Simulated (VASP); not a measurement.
Set up this calculation in VASP 6.6.1, as the native input.

| Item | Value |
| --- | --- |
| Task | single point |
| Functional | BLYP |
| Dispersion | D4 |
| Potentials or basis | VASP PAW PBE potentials, release 64 (Sn_d) |
| Cutoff | 520 eV |
| k mesh | 9 × 9 × 9 |
| Occupations | fermi-dirac, width 0.05 eV |
| Spin | no spin polarisation |
| Dipole correction | no |
| Further INCAR settings | ALGO = Normal; EDIFF = 1e-06; NBANDS = 21 |

The structure of Sn lies in POSCAR:

```
Sn
1.0
   -2.9706808272      2.9706808272      1.6098983667
    2.9706808272     -2.9706808272      1.6098983667
    2.9706808272      2.9706808272     -1.6098983667
Sn
2
Direct
    0.0000000000      0.0000000000      0.0000000000
    0.7500000000      0.2500000000      0.5000000000
```

These files were run (other wordings do the same):

INCAR

```
SYSTEM = Sn
PREC = Accurate
ENCUT = 520
EDIFF = 1E-6
ISMEAR = -1
SIGMA = 0.05
LREAL = .False.
LASPH = .True.
NELM = 60
ALGO = Normal
ISIF = 2
LWAVE = .False.
LCHARG = .False.
GGA = B5
ALDAX = 1.0
AGGAX = 1.0
AGGAC = 1.0
ALDAC = 0.0
IVDW = 13
VDW_S6 = 1.0
VDW_S8 = 2.34076671
VDW_A1 = 0.44488865
VDW_A2 = 4.0933009
NBANDS = 21
```

KPOINTS

```
Automatic mesh
0
Gamma
  9 9 9
  0 0 0
```

Potentials or basis: VASP PAW PBE potentials, release 64 (Sn_d).

The run is started by

```sh
$ cat potpaw_PBE.64/Sn_d/POTCAR > POTCAR
$ mpirun -np 1 vasp_std > vasp.out
```

Results of the run:

| Item | Value |
| --- | --- |
| Pressure | -0.1 GPa |
| Band gap on the k mesh | zero (bands 14 and 15 overlap by 3.72 eV) |
| Dispersion energy per atom | -0.765 eV |

Caveat: the PAW data sets were made with another functional, which shifts forces and pressure a little; spin-orbit coupling is left out, which moves the levels of the heavy elements.

Run time: 92 s on 1 thread of Intel(R) Xeon(R) Platinum 8259CL CPU @ 2.50GHz (Skylake/Cascade Lake), on a shared host, peak memory 0.24 GiB.
